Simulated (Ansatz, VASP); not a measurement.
**Two plane-wave programs on In2O3**

The input POSCAR:

```
In2O3
1.0
    3.4868810177      0.0000000000      0.0000000000
   -1.7434405089      3.0197275413      0.0000000000
    0.0000000000      0.0000000000      6.2159764599
In O
2 3
Direct
    0.3333333333      0.6666666667      0.2370762018
    0.6666666667      0.3333333333      0.7629237982
    0.0000000000      0.0000000000      0.0000000000
    0.3333333333      0.6666666667      0.6542365645
    0.6666666667      0.3333333333      0.3457634355
```

The input INCAR.step1:

```
SYSTEM = In2O3
PREC     = Accurate       ! precision mode
ENCUT    = 520            ! plane-wave cutoff, eV
ISMEAR   = 0              ! smearing method
SIGMA    = 0.01           ! smearing width, eV
LREAL    = .False.        ! projectors in reciprocal space
LASPH    = .True.         ! aspherical terms in the spheres
NELM     = 80             ! most SCF steps
NBANDS   = 30             ! bands
GGA      = PE             ! functional
ALGO     = Normal         ! electronic algorithm
EDIFF    = 1E-4           ! SCF threshold, eV
LWAVE    = .True.         ! write WAVECAR
LCHARG   = .False.        ! write CHGCAR
```

The input INCAR.step2:

```
SYSTEM = In2O3
PREC     = Accurate       ! precision mode
ENCUT    = 520            ! plane-wave cutoff, eV
EDIFF    = 1E-7           ! SCF threshold, eV
ISMEAR   = 0              ! smearing method
SIGMA    = 0.01           ! smearing width, eV
LREAL    = .False.        ! projectors in reciprocal space
LASPH    = .True.         ! aspherical terms in the spheres
NELM     = 80             ! most SCF steps
ALGO     = Normal         ! electronic algorithm
ISIF     = 2              ! what is computed and relaxed
LWAVE    = .False.        ! write WAVECAR
LCHARG   = .False.        ! write CHGCAR
METAGGA  = R2SCAN         ! meta-GGA
LMIXTAU  = .True.       
NBANDS   = 30             ! bands
ISTART   = 1
```

File KPOINTS:

```
Automatic mesh
0
Gamma
  9 9 4
  0 0 0
```

Input for Ansatz:

```yaml
crystal:
  lattice:
    - [3.4868810177, 0.0, 0.0]
    - [-1.7434405089, 3.0197275413, 0.0]
    - [0.0, 0.0, 6.2159764599]
  atoms:
    - { symbol: In, position: [0.3333333333, 0.6666666667, 0.2370762018] }
    - { symbol: In, position: [0.6666666667, 0.3333333333, 0.7629237982] }
    - { symbol: O, position: [0.0, 0.0, 0.0] }
    - { symbol: O, position: [0.3333333333, 0.6666666667, 0.6542365645] }
    - { symbol: O, position: [0.6666666667, 0.3333333333, 0.3457634355] }
kpoints:
  mp_grid: { grid: [9, 9, 4] }
hamiltonian:
  xc: r2scan
scf:
  occupations: { method: fixed }
  n_extra_bands: 5
output:
  forces: true
  stress: true
  eigenvalues: true
```

Alike in both runs: task single point; functional r2SCAN; k mesh 9 × 9 × 4; no spin polarisation.

```csv
,VASP,Ansatz
version,VASP 6.6.1,Ansatz 0.2.0
potentials or method,"VASP PAW PBE potentials, release 64 (In_d, O)","plane waves, PAW"
plane-wave cutoff (eV),520,500
occupations,"gaussian, width 0.01 eV",fixed
valence electrons in the cell,44,44
```

```tsv
	VASP	Ansatz	Ansatz less VASP
gap on the k mesh at the Fermi level (eV)	0.93	0.93	+0.002
pressure (GPa)	-8.4	-9.2	-0.82
traceless stress, the component that is largest in VASP (GPa)	2.29	2.65	+0.364
rms of the force components (eV/Å)	0.119	0.128	+0.0086
```

VASP's potentials were made for PBE, not for r2SCAN. Atom by atom the forces differ by 0.009 eV/Å (rms over components).
